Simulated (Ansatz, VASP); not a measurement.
## ZnO: VASP beside Ansatz

```
Zn O
1.0
     3.24931    0.00000    0.00000
    -1.62465    2.81398    0.00000
     0.00000    0.00000    5.20571
Zn O
2 2
Direct
  0.33333 0.66667 0.50000
  0.66667 0.33333 0.00000
  0.66667 0.33333 0.37901
  0.33333 0.66667 0.87901
```

Alike in both runs: task single point; functional PBE; k mesh 6 × 6 × 4; no spin polarisation.

|  | VASP | Ansatz |
| --- | --- | --- |
| version | VASP 6.6.1 | Ansatz 0.2.0 |
| potentials or method | VASP PAW PBE potentials, release 64 (Zn, O), cutoff 600 eV | plane waves, PAW |
| occupations | methfessel-paxton of order 1, width 0.01 eV | cold, width 0.01 eV |
| valence electrons in the cell | 36 | 36 |

Ansatz gave:

* gap on the k mesh at the Fermi level (eV): 0.81

Question: Which values does VASP return?

Answer: gap on the k mesh at the Fermi level (eV): 0.79.
